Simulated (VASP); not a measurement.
Here is a VASP 6.6.1 calculation.

File INCAR:

```
  PREC = Accurate
  ENCUT = 520
  EDIFF = 1E-7
  ISMEAR = -1
  SIGMA = 0.05
  LREAL = F
  LASPH = T
  NELM = 80
  ALGO = Normal
  ISIF = 2
  LWAVE = F
  LCHARG = F
  GGA = PS
  IVDW = 13
  NBANDS = 17
```

Contents of KPOINTS:

```
Automatic mesh
0
Gamma
  7 7 7
```

The input POSCAR:

```
PbSe
1.0
    3.6711079549      0.0000000000      0.0000000000
    0.0000000000      3.6711079549      0.0000000000
    0.0000000000      0.0000000000      3.6711079549
Pb Se
1 1
Direct
    0.0000000000      0.0000000000      0.0000000000
    0.5000000000      0.5000000000      0.5000000000
```

Potentials or basis: VASP PAW PBE potentials, release 64 (Pb_d, Se).

The run is started by

```console
$ cat potpaw_PBE.64/Pb_d/POTCAR potpaw_PBE.64/Se/POTCAR > POTCAR
$ mpirun -np 1 vasp_std > vasp.out
```

Question: Estimate the dispersion energy per atom.

Answer: -0.265 eV.

Question: What does it give for the band gap on the k mesh?

Answer: Zero (band 10 reaches 6.25 eV, above the bottom of band 11 at 5.78 eV).

Question: What does it give for the pressure?

Answer: 0.0 GPa.

Caveat: the PAW data sets were made with another functional, which shifts forces and pressure a little; spin-orbit coupling is left out, which moves the levels of the heavy elements; pairwise dispersion overbinds metals, which lowers pressure and volume.
